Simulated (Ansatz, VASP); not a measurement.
WS2: VASP beside Ansatz

```xyz
3
Lattice="1.5468 0.8930 6.0375 -1.5468 0.8930 6.0375 0.0000 -1.7861 6.0375" Properties=species:S:1:pos:R:3 pbc="T T T"
W     0.0000    0.0000    0.0000
S     0.0000    0.0000   13.5898
S     0.0000    0.0000   10.5234
```

Change from the starting cell: volume scaled by 0.94, PAW files.

Alike in both runs: task electric field gradients; functional LDA; k mesh 13 × 13 × 13; occupations fermi-dirac, width 0.08 eV; no spin polarisation.

```csv
,VASP,Ansatz
version,VASP 6.6.1,Ansatz 0.2.0
potentials or method,"VASP PAW LDA potentials, release 64 (W_sv, S)","PAW with Ansatz's default frozen-core files, scalar-relativistic"
plane-wave cutoff (eV),520,420
valence electrons in the cell,26,26
```

```csv
,VASP,Ansatz,Ansatz less VASP
pressure (GPa),8.3,7.8,-0.46
"traceless stress, the component that is largest in VASP (GPa)",1.01,1.02,+0.013
rms of the force components (eV/Å),0.528,0.507,-0.0211
size of Vzz on the site where it differs most (V/Å²),172.2,189.0,+16.77
```

LDA's correlation is that of Perdew and Zunger in VASP and of Perdew and Wang (1992) in Ansatz. Atom by atom the forces differ by 0.024 eV/Å (rms over components).

Spin-orbit coupling is off throughout.
